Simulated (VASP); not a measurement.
# InSb3 (I4/mmm) in VASP: a series of runs, part 2 of 2

VASP 6.6.1. The steps go on from the part before.

## (3) Single point, PBEsol+D3(BJ) (strain -0.0450 x Voigt [0, 0, 1, 0, 0, 0])

Contents of INCAR:

```
SYSTEM = InSb3
PREC     = Accurate       ! precision mode
ENCUT    = 520            ! plane-wave cutoff, eV
EDIFF    = 1E-7           ! SCF threshold, eV
ISMEAR   = 0              ! smearing method
SIGMA    = 0.15           ! smearing width, eV
LREAL    = .False.        ! projectors in reciprocal space
LASPH    = .True.         ! aspherical terms in the spheres
NELM     = 60             ! most SCF steps
ALGO     = Normal         ! electronic algorithm
ISIF     = 2              ! what is computed and relaxed
LWAVE    = .False.        ! write WAVECAR
LCHARG   = .False.        ! write CHGCAR
GGA      = PS             ! functional
IVDW     = 12             ! dispersion correction
NBANDS   = 22             ! bands
```

Contents of KPOINTS:

```
regular mesh
0
Gamma
  12 12 12
  0 0 0
```

Contents of POSCAR:

```
InSb3
1.0
    0.0000000000      3.6620664019      3.4972734138
    3.6620664019      0.0000000000      3.4972734138
    3.6620664019      3.6620664019      0.0000000000
In Sb
1 3
Direct
    0.0000000000      0.0000000000      0.0000000000
    0.2500000000      0.2500000000      0.2500000000
    0.7500000000      0.7500000000      0.7500000000
    0.5000000000      0.5000000000      0.5000000000
```

Potentials or basis: VASP PAW PBE potentials, release 64 (In_d, Sb).

Started as:

```
cat potpaw_PBE.64/In_d/POTCAR potpaw_PBE.64/Sb/POTCAR > POTCAR
mpirun -np 1 vasp_std > vasp.out
```

OUTCAR:

```text
SYSTEM = InSb3
   PREC = Accurate
   ENCUT = 520
   EDIFF = 1E-7
   ISMEAR = 0
   LREAL = .False.
   LASPH = .True.
   NELM = 60
   ISIF = 2
   GGA = PS
   IVDW = 12
 IVDW          = 12

 ion  position               nearest neighbor table
   1  0.000  0.000  0.000-   3 3.12   3 3.12   3 3.12   2 3.12   3 3.12   2 3.12   2 3.12   2 3.12
                             4 3.50   4 3.50   4 3.66   4 3.66   4 3.66   4 3.66
   2  0.250  0.250  0.250-   1 3.12   1 3.12   1 3.12   1 3.12   4 3.12   4 3.12   4 3.12   4 3.12
                             3 3.50   3 3.50   3 3.66   3 3.66   3 3.66   3 3.66
   3  0.750  0.750  0.750-   4 3.12   4 3.12   4 3.12   1 3.12   4 3.12   1 3.12   1 3.12   1 3.12
                             2 3.50   2 3.50   2 3.66   2 3.66   2 3.66   2 3.66
   4  0.500  0.500  0.500-   2 3.12   2 3.12   2 3.12   2 3.12   3 3.12   3 3.12   3 3.12   3 3.12
                             1 3.50   1 3.50   1 3.66   1 3.66   1 3.66   1 3.66

  LATTYP: Found a body centered tetragonal cell.
 ALAT       =     5.1789439719
 C/A-ratio  =     1.3505739521

  Lattice vectors:

 A1 = (   0.0000000000,  -3.6620664019,  -3.4972734138)
 A2 = (   0.0000000000,   3.6620664019,  -3.4972734138)
 A3 = (   3.6620664019,   0.0000000000,   3.4972734138)

[... 182 lines left out ...]
 cond. band min:       9.8005195025   @ k =  -0.3333   0.3333   0.1667
 fundamental gap:      0.0111686550
 Fermi energy:         9.7957991723

 k-point     1 :       0.0000    0.0000    0.0000
  band No.  band energies     occupation
      1      -4.7432      2.00000
      2      -4.7432      2.00000
      3      -4.7402      2.00000
      4      -4.6930      2.00000
      5      -4.6831      2.00000
      6      -3.5934      2.00000
[... 589 lines left out ...]
     21      15.9952      0.00000
     22      18.0465      0.00000

 [... further k-points ...]

------------------------ aborting loop because EDIFF is reached ----------------------------------------

 Edisp (eV)   -2.14618

 E8    (eV) :    -1.4919

  FORCE on cell =-STRESS in cart. coord.  units (eV):
  Direction    XX          YY          ZZ          XY          YZ          ZX
  --------------------------------------------------------------------------------------
  -------------------------------------------------------------------------------------
  Total       2.23673     2.23673     2.83096     0.00000     0.00000     0.00000
  in kB      38.20429    38.20429    48.35395     0.00000     0.00000     0.00000
  external pressure =       41.59 kB  Pullay stress =        0.00 kB

 VOLUME and BASIS-vectors are now :
 -----------------------------------------------------------------------------
  energy-cutoff  :      520.00
  volume of cell :       93.80
      direct lattice vectors                 reciprocal lattice vectors
     0.000000000  3.662066402  3.497273414    -0.136534936  0.136534936  0.142968519
     3.662066402  0.000000000  3.497273414     0.136534936 -0.136534936  0.142968519
     3.662066402  3.662066402  0.000000000     0.136534936  0.136534936 -0.142968519

 POSITION                                       TOTAL-FORCE (eV/Angst)
 -----------------------------------------------------------------------------------
      0.00000      0.00000      0.00000         0.000000      0.000000      0.000000
      1.83103      1.83103      1.74864         0.000000      0.000000      0.000000
      5.49310      5.49310      5.24591        -0.000000     -0.000000     -0.000000
      3.66207      3.66207      3.49727         0.000000      0.000000      0.000000
 -----------------------------------------------------------------------------------
    total drift:                               -0.000000      0.000000      0.000000

  FREE ENERGIE OF THE ION-ELECTRON SYSTEM (eV)
  ---------------------------------------------------
  free  energy   TOTEN  =       -18.0730905485 eV

  energy  without entropy=      -18.0514128884  energy(sigma->0) =      -18.06225172
```

stdout:

```text
POSCAR found type information on POSCAR InSb
 POSCAR found :  2 types and       4 ions
 scaLAPACK will be used
 -----------------------------------------------------------------------------
|                                                                             |
|                                                                             |
|     You enforced a specific xc type in the INCAR file but a different       |
|     I HOPE YOU KNOW WHAT YOU ARE DOING!                                     |
|                                                                             |
 -----------------------------------------------------------------------------

 LDA part: xc-table for (Slater+PW92), standard interpolation
 POSCAR, INCAR and KPOINTS ok, starting setup
 FFT: planning ... GRIDC
 FFT: planning ... GRID_SOFT
 FFT: planning ... GRID
 WAVECAR not read
 entering main loop
```

It took 6.5 min on 1 thread of Intel Xeon 6975P-C (Granite Rapids), shared host; peak memory 0.48 GiB.

Results:

| Property | Result |
| --- | --- |
| Free energy | -18.0731 eV |
| Pressure | 4.2 GPa |
| Band gap on the k mesh | zero (bands 14 and 15 overlap by 3.82 eV) |
| Dispersion energy per atom | -0.537 eV |

Levels at points of the mesh, in eV from the Fermi level:
```tsv
k point	band 12	band 13	band 14	band 15	band 16	band 17
(0.00, 0.00, 0.00)	-2.78	-2.78	-2.78	-1.72	-1.10	-1.10
(0.50, 0.00, 0.00)	-3.22	-3.01	0.12	0.30	2.01	2.46
(0.50, 0.50, 0.00)	0.68	1.06	1.06	1.61	2.04	2.04
(0.50, 0.00, 0.50)	0.81	0.97	1.67	1.71	1.99	2.07
```

Caveat: the cell differs from its parent crystal (strain -0.0450 x Voigt [0, 0, 1, 0, 0, 0]); the cell stands under pressure; the PAW data sets were made with another functional, which shifts forces and pressure a little; spin-orbit coupling is left out, which moves the levels of the heavy elements.

## (4) Single point, PBEsol+D3(BJ) (strain -0.0300 x Voigt [0, 0, 1, 0, 0, 0])

Contents of INCAR:

```
SYSTEM = InSb3
ALGO     = Normal         ! electronic algorithm
EDIFF    = 1E-6           ! SCF threshold, eV
ENCUT    = 520            ! plane-wave cutoff, eV
GGA      = PS             ! functional
ISIF     = 2              ! what is computed and relaxed
ISMEAR   = 0              ! smearing method
IVDW     = 12             ! dispersion correction
LASPH    = .TRUE.         ! aspherical terms in the spheres
LCHARG   = .FALSE.        ! write CHGCAR
LREAL    = .FALSE.        ! projectors in reciprocal space
LWAVE    = .FALSE.        ! write WAVECAR
NBANDS   = 22             ! bands
NELM     = 100            ! most SCF steps
PREC     = Accurate       ! precision mode
SIGMA    = 0.15           ! smearing width, eV
```

Contents of KPOINTS:

```
k-points
0
G
  12 12 12
  0 0 0
```

POSCAR, as its differences from that of step 3:

```diff
@@ -2,4 +2,4 @@
 1.0
-    0.0000000000      3.6620664019      3.4972734138
-    3.6620664019      0.0000000000      3.4972734138
+    0.0000000000      3.6620664019      3.5522044098
+    3.6620664019      0.0000000000      3.5522044098
     3.6620664019      3.6620664019      0.0000000000
```

Started as:

```
cat potpaw_PBE.64/In_d/POTCAR potpaw_PBE.64/Sb/POTCAR > POTCAR
mpirun -np 1 vasp_std > vasp.out
```

Run time: 5.3 min. Hardware: 1 thread of Intel Xeon 6975P-C (Granite Rapids), shared host; peak memory 0.48 GiB.

It converged, with:

* Free energy: -18.1097 eV
* Pressure: 2.8 GPa
* Band gap on the k mesh: zero (bands 14 and 15 overlap by 3.63 eV)
* Dispersion energy per atom: -0.528 eV

Stress tensor (GPa, compression positive):
```
2.59 0.00 0.00
0.00 2.59 0.00
0.00 0.00 3.10
```

Levels at points of the mesh, in eV from the Fermi level:
| k point | band 10 | band 11 | band 12 | band 13 | band 14 | band 15 | band 16 | band 17 | band 18 | band 19 |
| --- | --- | --- | --- | --- | --- | --- | --- | --- | --- | --- |
| (0.00, 0.00, 0.00) | -2.77 | -2.77 | -2.75 | -2.75 | -2.71 | -1.75 | -1.00 | -1.00 | -0.60 | 3.22 |
| (0.50, 0.00, 0.00) | -3.96 | -3.79 | -3.12 | -2.98 | 0.10 | 0.27 | 2.07 | 2.36 | 3.03 | 3.31 |
| (0.50, 0.50, 0.00) | -5.88 | -5.88 | 0.72 | 1.09 | 1.09 | 1.68 | 2.05 | 2.05 | 2.41 | 4.87 |
| (0.50, 0.00, 0.50) | -5.81 | -5.77 | 0.92 | 0.92 | 1.48 | 1.83 | 1.99 | 2.02 | 2.37 | 4.53 |

Caveat: the cell differs from its parent crystal (strain -0.0300 x Voigt [0, 0, 1, 0, 0, 0]); the PAW data sets were made with another functional, which shifts forces and pressure a little; spin-orbit coupling is left out, which moves the levels of the heavy elements.

## (5) The runs side by side

```csv
cell,gap on the mesh (eV),pressure (GPa)
"a = 5.026, b = 5.026, c = 5.179 Å, angles 59.0, 59.0, 62.0°, 4 atoms",none,5.7
"a = 5.064, b = 5.064, c = 5.179 Å, angles 59.2, 59.2, 61.5°, 4 atoms",none,4.2
"a = 5.102, b = 5.102, c = 5.179 Å, angles 59.5, 59.5, 61.0°, 4 atoms",none,2.8
```

Alike in all rows: task single point; level PBEsol+D3(BJ); potentials or basis VASP PAW PBE potentials, release 64 (In_d, Sb); no spin polarisation; k mesh 12 × 12 × 12; cutoff (eV) 520; smearing gaussian 0.15 eV.

Caveats: the PAW data sets were made with another functional, which shifts forces and pressure a little; spin-orbit coupling is left out, which moves the levels of the heavy elements; the cell stands under pressure (at least some runs).

Total energies depend on the potentials used, so only differences within one code and one set of settings carry meaning.
